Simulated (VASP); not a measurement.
# PbF2 (Fm-3m) in VASP: a series of runs

PbF2 is run at these levels: PBEsol; tasks: single point.

All numbers are computed with VASP 6.6.1; they aren't measurements. Logs are shortened: lines on timing, memory, paths and dates and some standing lists are left out, and cuts for length are marked.

## (1) The cell of the first run

Symmetry: Fm-3m, No. 225, cubic system. Conventional cell: a = 5.629 Å, b = 5.629 Å, c = 5.629 Å, α = 90.00°, β = 90.00°, γ = 90.00°. Pb (site symmetry m-3m) has 8 F at 2.44 Å within 3.2 Å. F (site symmetry -43m) has 4 Pb at 2.44 Å and 6 F at 2.81 Å within 3.2 Å.

## (2) Single point, PBEsol

INCAR

```
SYSTEM = PbF2
ALGO = Normal
EDIFF = 1E-6
ENCUT = 520
GGA = PS
ISIF = 2
ISMEAR = 0
LASPH = .True.
LCHARG = .False.
LREAL = .False.
LWAVE = .False.
NBANDS = 21
NELM = 100
PREC = Accurate
SIGMA = 0.01
```

KPOINTS

```
k-points
0
Gamma
  6 6 6
  0 0 0
```

POSCAR

```
PbF2
1.0
    0.0000000000      2.8145541273      2.8145541273
    2.8145541273      0.0000000000      2.8145541273
    2.8145541273      2.8145541273      0.0000000000
Pb F
1 2
Direct
    0.0000000000      0.0000000000      0.0000000000
    0.2500000000      0.2500000000      0.2500000000
    0.7500000000      0.7500000000      0.7500000000
```

Potentials or basis: VASP PAW PBE potentials, release 64 (Pb_d, F).

The run is started by

```
$ cat potpaw_PBE.64/Pb_d/POTCAR potpaw_PBE.64/F/POTCAR > POTCAR
$ mpirun -np 1 vasp_std > vasp.out
```

OUTCAR:

```text
SYSTEM = PbF2
   EDIFF = 1E-6
   ENCUT = 520
   GGA = PS
   ISIF = 2
   ISMEAR = 0
   LASPH = .True.
   LREAL = .False.
   NELM = 100
   PREC = Accurate

 ion  position               nearest neighbor table
   1  0.000  0.000  0.000-   2 2.44   3 2.44   3 2.44   3 2.44   3 2.44   2 2.44   2 2.44   2 2.44

   2  0.250  0.250  0.250-   1 2.44   1 2.44   1 2.44   1 2.44
   3  0.750  0.750  0.750-   1 2.44   1 2.44   1 2.44   1 2.44

  LATTYP: Found a face centered cubic cell.
 ALAT       =     5.6291082546

  Lattice vectors:

 A1 = (   0.0000000000,   2.8145541273,   2.8145541273)
 A2 = (   2.8145541273,   0.0000000000,   2.8145541273)
 A3 = (   2.8145541273,   2.8145541273,   0.0000000000)

Analysis of symmetry for initial positions (statically):
=====================================================================
 Subroutine PRICEL returns:
 Original cell was already a primitive cell.

 Routine SETGRP: Setting up the symmetry group for a
 face centered cubic supercell.

 Subroutine GETGRP returns: Found 48 space group operations
 (whereof 48 operations were pure point group operations)
 out of a pool of 48 trial point group operations.

The static configuration has the point symmetry O_h .

Analysis of symmetry for dynamics (positions and initial velocities):
=====================================================================
 Subroutine PRICEL returns:
 Original cell was already a primitive cell.

 Routine SETGRP: Setting up the symmetry group for a
 face centered cubic supercell.

 Subroutine GETGRP returns: Found 48 space group operations
 (whereof 48 operations were pure point group operations)
 out of a pool of 48 trial point group operations.

The dynamic configuration has the point symmetry O_h .

 Subroutine INISYM returns: Found 48 space group operations
 (whereof 48 operations are pure point group operations),
 and found     1 'primitive' translations

----------------------------------------------------------------------------------------

                                     Primitive cell

  volume of cell :      44.5922

  direct lattice vectors                    reciprocal lattice vectors
     0.000000000  2.814554127  2.814554127    -0.177648031  0.177648031  0.177648031
     2.814554127  0.000000000  2.814554127     0.177648031 -0.177648031  0.177648031
     2.814554127  2.814554127  0.000000000     0.177648031  0.177648031 -0.177648031

  length of vectors
     3.980380619  3.980380619  3.980380619     0.307695416  0.307695416  0.307695416

  position of ions in fractional coordinates (direct lattice)
     0.000000000  0.000000000  0.000000000
     0.250000000  0.250000000  0.250000000
     0.750000000  0.750000000  0.750000000

  ion indices of the primitive-cell ions
   primitive index   ion index
                 1           1
                 2           2
                 3           3

----------------------------------------------------------------------------------------

 KPOINTS: k-points

Automatic generation of k-mesh.
 Grid dimensions read from file:
 generate k-points for:    6    6    6

 Generating k-lattice:

  Cartesian coordinates                     Fractional coordinates (reciprocal lattice)
    -0.029608005  0.029608005  0.029608005     0.166666667  0.000000000  0.000000000
     0.029608005 -0.029608005  0.029608005     0.000000000  0.166666667  0.000000000
     0.029608005  0.029608005 -0.029608005     0.000000000  0.000000000  0.166666667

  Length of vectors
     0.051282569  0.051282569  0.051282569

  Shift w.r.t. Gamma in fractional coordinates (k-lattice)
     0.000000000  0.000000000  0.000000000

 Subroutine IBZKPT returns following result:
 ===========================================

 Found     16 irreducible k-points:

 Following reciprocal coordinates:
            Coordinates               Weight
  0.000000  0.000000  0.000000      1.000000
  0.166667  0.000000  0.000000      8.000000
  0.333333  0.000000  0.000000      8.000000
  0.500000  0.000000  0.000000      4.000000
  0.166667  0.166667  0.000000      6.000000
  0.333333  0.166667  0.000000     24.000000
[... 8 lines left out ...]
 -0.333333  0.333333  0.166667     24.000000
 -0.333333  0.500000  0.166667     12.000000
   k-points           NKPTS =     16   k-points in BZ     NKDIM =     16   number of bands    NBANDS=     21
   number of dos      NEDOS =    301   number of ions     NIONS =      3
   total plane-waves  NPLWV =  27000
   dimension x,y,z NGX =    30 NGY =   30 NGZ =   30
   dimension x,y,z NGXF=    60 NGYF=   60 NGZF=   60
   ions per type =               1   2
   NGX,Y,Z   is equivalent  to a cutoff of  12.53, 12.53, 12.53 a.u.
   NGXF,Y,Z  is equivalent  to a cutoff of  25.06, 25.06, 25.06 a.u.
 SYSTEM =  PbF2
   PREC   = accura    normal or accurate (medium, high low for compatibility)
   ISTART =      0    job   : 0-new  1-cont  2-samecut
   ICHARG =      2    charge: 1-file 2-atom 10-const
   ISPIN  =      1    spin polarized calculation?
   LNONCOLLINEAR =      F non collinear calculations
   LSORBIT =      F    spin-orbit coupling
   LASPH  =      T    aspherical Exc in radial PAW
   ENCUT  =  520.0 eV  38.22 Ry    6.18 a.u.   7.40  7.40  7.40*2*pi/ulx,y,z
   NELM   =    100;   NELMIN=  2; NELMDL= -5     # of ELM steps
   EDIFF  = 0.1E-05   stopping-criterion for ELM
   LREAL  =      F    real-space projection
   EDIFFG = 0.1E-04   stopping-criterion for IOM
   NSW    =      0    number of steps for IOM
   IBRION =     -1    ionic relax: 0-MD 1-quasi-New 2-CG
   NFREE  =      0    steps in history (QN), initial steepest desc. (CG)
   ISIF   =      2    stress and relaxation
   ISYM   =      2    0-nonsym 1-usesym 2-fastsym
   POTIM  = 0.5000    time-step for ionic-motion
   TEBEG  =    0.0;   TEEND  =   0.0 temperature during run
   PSTRESS=    0.0 pullay stress
   NELECT =      28.0000    total number of electrons
   NUPDOWN=      -1.0000    fix difference up-down
   EMIN   =  10.00;   EMAX   =-10.00  energy-range for DOS
   EFERMI =   0.00;   METHOD = LEGACY
   ISMEAR =     0;   SIGMA  =   0.01  broadening in eV -4-tet -1-fermi 0-gaus
   EFERMI_NEDOS =   21; number of points for ismear=-14 and -15
   IALGO  =     38    algorithm
   IMIX   =      4    mixing-type and parameters
     AMIX     =   0.40;   BMIX     =  1.00
     AMIX_MAG =   1.60;   BMIX_MAG =  1.00
  volume/ion in A,a.u.               =      14.86       100.31
  Fermi-wavevector in a.u.,A,eV,Ry     =   1.401871  2.649151 26.738727  1.965241
  Thomas-Fermi vector in A             =   2.524689
   LORBIT       =      0    0 simple, 1 ext, 2 COOP (PROOUT), +10 PAW based schemes
   GGA     = PS    functional components
   LHFCALC =     F    Hartree Fock is set to
   AEXX    =    0.0000 exact exchange contribution
   IVDW    =     0    specifies the selected vdW correction
   LEPSILON=     F    determine dielectric tensor
   LRPA    =     F    only Hartree local field effects (RPA)
 non-spin polarized calculation
 Gauss-broadening in eV      SIGMA  =   0.01
  energy-cutoff  :      520.00
  volume of cell :       44.59
 maximum number of plane-waves:      1243
 NGX is ok and might be reduce to    30
   NGX = 15   NGY = 15   NGZ = 15

 number of electron      28.0000031 magnetization

 Free energy of the ion-electron system (eV)
  ---------------------------------------------------
  ext. energy  EPLUGINS =         0.00000000
  ---------------------------------------------------
  free energy    TOTEN  =       -14.65598890 eV

  energy without entropy =      -14.65598890  energy(sigma->0) =      -14.65598890

 E-fermi :   3.9526     XC(G=0): -10.4844

 val. band max:        3.8317209462   @ k =  -0.3333   0.5000   0.1667
 cond. band min:       8.0825519184   @ k =   0.5000   0.5000   0.0000
 fundamental gap:      4.2508309722
 Fermi energy:         3.9525848329

 k-point     1 :       0.0000    0.0000    0.0000
  band No.  band energies     occupation
      1     -18.5771      2.00000
      2     -17.5954      2.00000
      3     -10.8601      2.00000
      4     -10.8601      2.00000
      5     -10.8601      2.00000
      6     -10.6933      2.00000
[... 13 lines left out ...]
     20      19.0759      0.00000
     21      21.9500      0.00000

 k-point     2 :       0.1667    0.0000    0.0000
  band No.  band energies     occupation
      1     -18.4942      2.00000
      2     -17.6726      2.00000
      3     -10.8384      2.00000
      4     -10.8384      2.00000
      5     -10.7518      2.00000
      6     -10.6934      2.00000
[... 13 lines left out ...]
     20      18.4440      0.00000
     21      20.8829      0.00000

 k-point     3 :       0.3333    0.0000    0.0000
  band No.  band energies     occupation
      1     -18.2980      2.00000
      2     -17.8488      2.00000
      3     -10.8122      2.00000
      4     -10.8122      2.00000
      5     -10.6754      2.00000
      6     -10.6754      2.00000
[... 13 lines left out ...]
     20      17.8224      0.00000
     21      19.3873      0.00000

 k-point     4 :       0.5000    0.0000    0.0000
  band No.  band energies     occupation
      1     -18.1307      2.00000
      2     -18.0018      2.00000
      3     -10.8089      2.00000
      4     -10.8089      2.00000
      5     -10.6561      2.00000
      6     -10.6561      2.00000
[... 13 lines left out ...]
     20      17.6593      0.00000
     21      18.8531      0.00000

 k-point     5 :       0.1667    0.1667    0.0000
  band No.  band energies     occupation
      1     -18.4691      2.00000
      2     -17.6947      2.00000
      3     -10.8168      2.00000
      4     -10.8168      2.00000
      5     -10.7383      2.00000
      6     -10.7114      2.00000
[... 13 lines left out ...]
     20      19.2711      0.00000
     21      21.1707      0.00000
[... 190 lines left out ...]
     20      20.1709      0.00000
     21      21.3642      0.00000

 k-point    14 :       0.5000    0.3333    0.1667
  band No.  band energies     occupation
      1     -18.1858      2.00000
      2     -17.9345      2.00000
      3     -10.7492      2.00000
      4     -10.7336      2.00000
      5     -10.7000      2.00000
      6     -10.6333      2.00000
[... 13 lines left out ...]
     20      20.2756      0.00000
     21      21.0639      0.00000

 k-point    15 :      -0.3333    0.3333    0.1667
  band No.  band energies     occupation
      1     -18.0692      2.00000
      2     -18.0368      2.00000
      3     -10.7437      2.00000
      4     -10.7213      2.00000
      5     -10.6721      2.00000
      6     -10.5931      2.00000
[... 13 lines left out ...]
     20      20.5793      0.00000
     21      20.6083      0.00000

 k-point    16 :      -0.3333    0.5000    0.1667
  band No.  band energies     occupation
      1     -18.0862      2.00000
      2     -18.0106      2.00000
      3     -10.7543      2.00000
      4     -10.6781      2.00000
      5     -10.6686      2.00000
      6     -10.6158      2.00000
[... 13 lines left out ...]
     20      19.6060      0.00000
     21      20.3379      0.00000

------------------------ aborting loop because EDIFF is reached ----------------------------------------

  FORCE on cell =-STRESS in cart. coord.  units (eV):
  Direction    XX          YY          ZZ          XY          YZ          ZX
  --------------------------------------------------------------------------------------
  -------------------------------------------------------------------------------------
  Total        4.1211166      4.1211166      4.1211166      0.0000000      0.0000000     -0.0000000
  in kB      148.0698636    148.0698636    148.0698636      0.0000000      0.0000000     -0.0000000
  external PRESSURE =     148.0698636 kB  Pullay stress =       0.0000000 kB

 VOLUME and BASIS-vectors are now :
 -----------------------------------------------------------------------------
  energy-cutoff  :      520.00
  volume of cell :       44.59
      direct lattice vectors                 reciprocal lattice vectors
     0.000000000  2.814554127  2.814554127    -0.177648031  0.177648031  0.177648031
     2.814554127  0.000000000  2.814554127     0.177648031 -0.177648031  0.177648031
     2.814554127  2.814554127  0.000000000     0.177648031  0.177648031 -0.177648031

 POSITION                                       TOTAL-FORCE (eV/Angst)
 -----------------------------------------------------------------------------------
      0.00000      0.00000      0.00000        -0.000000     -0.000000     -0.000000
      1.40728      1.40728      1.40728         0.000000     -0.000000      0.000000
      4.22183      4.22183      4.22183        -0.000000      0.000000     -0.000000
 -----------------------------------------------------------------------------------
    total drift:                                0.000000     -0.000000      0.000000

  FREE ENERGIE OF THE ION-ELECTRON SYSTEM (eV)
  ---------------------------------------------------
  free  energy   TOTEN  =       -14.6559888961 eV

  energy  without entropy=      -14.6559888961  energy(sigma->0) =      -14.65598890
```

It took 21 s on 1 thread of Intel Xeon 8259CL, shared host; peak memory 0.17 GiB.

What came out:

```
Free energy            : -14.6560 eV
Pressure               : 14.8 GPa
Band gap on the k mesh : 4.25 eV (least direct gap 4.39 eV)
```

Caveat: the cell stands under pressure; the PAW data sets were made with another functional, which shifts forces and pressure a little; spin-orbit coupling is left out, which moves the levels of the heavy elements.

## (3) Single point, PBEsol

This run uses another cell than the first one, of 15.44 Å³/atom.

INCAR

```
  ALGO = Normal
  EDIFF = 1E-6
  ENCUT = 520
  GGA = PS
  ISIF = 2
  ISMEAR = 0
  LASPH = T
  LCHARG = F
  LREAL = F
  LWAVE = F
  NBANDS = 21
  NELM = 80
  PREC = Accurate
  SIGMA = 0.01
```

KPOINTS

```
k-points
0
Gamma
  6 6 6
```

POSCAR

```
PbF2
1.0
    0.0000000000      2.8504542264      2.8504542264
    2.8504542264      0.0000000000      2.8504542264
    2.8504542264      2.8504542264      0.0000000000
Pb F
1 2
Direct
    0.0000000000      0.0000000000      0.0000000000
    0.2500000000      0.2500000000      0.2500000000
    0.7500000000      0.7500000000      0.7500000000
```

Potentials or basis: VASP PAW PBE potentials, release 64 (Pb_d, F).

The run is started by

```
$ cat potpaw_PBE.64/Pb_d/POTCAR potpaw_PBE.64/F/POTCAR > POTCAR
$ mpirun -np 1 vasp_std > vasp.out
```

Wall time 24 s (1 thread of Intel Xeon 8259CL, shared host); peak memory 0.17 GiB.

It converged, with:

- Free energy: -14.7918 eV
- Pressure: 9.8 GPa
- Band gap on the k mesh: 4.28 eV (least direct gap 4.41 eV)

Levels at points of the mesh, in eV from the valence-band top:
| k point | band 12 | band 13 | band 14 | band 15 | band 16 | band 17 |
| --- | --- | --- | --- | --- | --- | --- |
| (0.00, 0.00, 0.00) | -2.75 | -2.75 | -2.75 | 6.75 | 6.75 | 6.75 |
| (0.50, 0.00, 0.00) | -2.90 | -2.90 | -0.06 | 4.88 | 7.95 | 7.95 |
| (0.50, 0.50, 0.00) | -2.21 | -2.21 | -0.13 | 4.28 | 8.26 | 8.26 |

Caveat: the cell stands under pressure; the PAW data sets were made with another functional, which shifts forces and pressure a little; spin-orbit coupling is left out, which moves the levels of the heavy elements. A k mesh can miss the band edges.

## (4) Single point, PBEsol

This run uses another cell than the first one, of 16.32 Å³/atom.

INCAR

```
SYSTEM = PbF2
  PREC = Accurate
  ENCUT = 520
  EDIFF = 1E-6
  ISMEAR = 0
  SIGMA = 0.01
  LREAL = .FALSE.
  LASPH = .TRUE.
  NELM = 80
  ALGO = Normal
  ISIF = 2
  LWAVE = .FALSE.
  LCHARG = .FALSE.
  GGA = PS
  NBANDS = 21
```

KPOINTS

```
Automatic mesh
0
G
  6 6 6
  0 0 0
```

POSCAR

```
PbF2
1.0
    0.0000000000      2.9037536273      2.9037536273
    2.9037536273      0.0000000000      2.9037536273
    2.9037536273      2.9037536273      0.0000000000
Pb F
1 2
Direct
    0.0000000000      0.0000000000      0.0000000000
    0.2500000000      0.2500000000      0.2500000000
    0.7500000000      0.7500000000      0.7500000000
```

The run is started by

```
$ cat potpaw_PBE.64/Pb_d/POTCAR potpaw_PBE.64/F/POTCAR > POTCAR
$ mpirun -np 1 vasp_std > vasp.out
```

Wall time 20 s (1 thread of Intel Xeon 8259CL, shared host); peak memory 0.18 GiB.

The run converged. Its results:

| Property | Result |
| --- | --- |
| Free energy | -14.9070 eV |
| Pressure | 3.8 GPa |
| Band gap on the k mesh | 4.31 eV (least direct gap 4.44 eV) |

Levels at points of the mesh, in eV from the valence-band top:
```
           k point  band 10  band 11  band 12  band 13  band 14  band 15  band 16  band 17  band 18  band 19
(0.00, 0.00, 0.00)    -2.86    -2.86    -2.35    -2.35    -2.35     6.74     6.74     6.74    10.67    15.12
(0.50, 0.00, 0.00)    -3.13    -3.13    -2.51    -2.51    -0.03     4.93     7.79     7.79    13.18    13.73
(0.50, 0.50, 0.00)    -4.10    -1.89    -1.87    -1.87    -0.13     4.31     8.07     8.07     8.68    14.32
```

Caveat: the cell stands under pressure; the PAW data sets were made with another functional, which shifts forces and pressure a little; spin-orbit coupling is left out, which moves the levels of the heavy elements. A k mesh can miss the band edges.

## (5) Single point, PBEsol

This run uses another cell than the first one, of 15.85 Å³/atom.

INCAR

```
SYSTEM = PbF2
PREC = Accurate ; ENCUT = 520
EDIFF = 1E-6 ; ISMEAR = 0
SIGMA = 0.01 ; LREAL = .False.
LASPH = .True. ; NELM = 80
ALGO = Normal ; ISIF = 2
LWAVE = .False. ; LCHARG = .False.
GGA = PS ; NBANDS = 21
```

KPOINTS

```
regular mesh
0
Gamma
  6 6 6
  0 0 0
```

POSCAR

```
PbF2
1.0
    0.0000000000      2.8752759919      2.8752759919
    2.8752759919      0.0000000000      2.8752759919
    2.8752759919      2.8752759919      0.0000000000
Pb F
1 2
Direct
    0.0000000000      0.0000000000      0.0000000000
    0.2500000000      0.2500000000      0.2500000000
    0.7500000000      0.7500000000      0.7500000000
```

The run is started by

```
$ cat potpaw_PBE.64/Pb_d/POTCAR potpaw_PBE.64/F/POTCAR > POTCAR
$ mpirun -np 1 vasp_std > vasp.out
```

It took 24 s on 1 thread of Intel Xeon 8259CL, shared host; peak memory 0.17 GiB.

The run converged. Its results:

| Quantity | Value |
| --- | --- |
| Free energy | -14.8574 eV |
| Pressure | 6.8 GPa |
| Band gap on the k mesh | 4.30 eV (least direct gap 4.43 eV) |

Levels at points of the mesh, in eV from the valence-band top:
```
           k point  band 10  band 11  band 12  band 13  band 14  band 15  band 16  band 17  band 18  band 19
(0.00, 0.00, 0.00)    -3.07    -3.07    -2.56    -2.56    -2.56     6.75     6.75     6.75    10.72    15.17
(0.50, 0.00, 0.00)    -3.37    -3.37    -2.71    -2.71    -0.05     4.91     7.88     7.88    13.21    13.77
(0.50, 0.50, 0.00)    -4.38    -2.08    -2.05    -2.05    -0.13     4.30     8.17     8.17     8.59    14.43
```

Caveat: the cell stands under pressure; the PAW data sets were made with another functional, which shifts forces and pressure a little; spin-orbit coupling is left out, which moves the levels of the heavy elements. A k mesh can miss the band edges.

[end of part 1 of 2]
